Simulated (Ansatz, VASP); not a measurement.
**Two plane-wave programs on CaPb2F6**

```xyz
18
Lattice="5.8475 2.9267 -2.9257 2.9246 5.8454 2.9193 5.8412 -2.9194 2.9205" Properties=species:S:1:pos:R:3 pbc="T T T"
F     7.2972    1.5814    1.4503
F    10.2230    4.3946    1.3394
F     7.3860    4.3118   -1.3878
F     4.4630    4.3079    1.5328
F     7.3060    7.3187    1.4468
F     4.2689   -1.4482    1.4505
F    10.2314    4.3824    4.3834
F    10.1498    1.5477    1.3782
F    10.3440    7.3037    1.4605
F     4.3901    1.4608    1.5717
F     7.3158    4.2741    1.4607
F     7.2269    1.5437    4.2986
Ca    8.7673    2.9267   -0.0077
Ca    5.8454    2.9289    2.9187
Pb    8.7687    5.8504    2.9152
Pb    8.7655    2.9274    5.8382
Pb    8.7654    0.0322    2.9439
Pb   11.6885    2.9042    2.8874
```

Alike in both runs: functional PBE; k mesh 3 × 2 × 2; occupations gaussian, width 0.1 eV; no spin polarisation.

Ansatz relaxed the structure, and its values are those at the end. VASP's run is a single point on that final structure, the one shown.

|  | VASP | Ansatz |
| --- | --- | --- |
| version | VASP 6.6.1 | Ansatz 0.2.0 |
| potentials or method | VASP PAW PBE potentials, release 64 (F, Ca_sv, Pb_d), cutoff 520 eV | scalar-relativistic, plane waves, PAW |
| valence electrons in the cell | 160 | 160 |

```csv
,VASP,Ansatz,Ansatz less VASP
gap on the k mesh at the Fermi level (eV),4.68,4.69,+0.003
least direct gap on the mesh (eV),4.69,4.70,+0.003
pressure (GPa),-0.1,0.1,+0.13
rms of the force components (eV/Å),0.008,0.003,-0.0055
```

The functional is the same, so the differences come from potentials, cutoffs and numerics.

The k mesh is coarse, so the values compare programs but aren't converged. Neither program's run includes spin-orbit coupling.
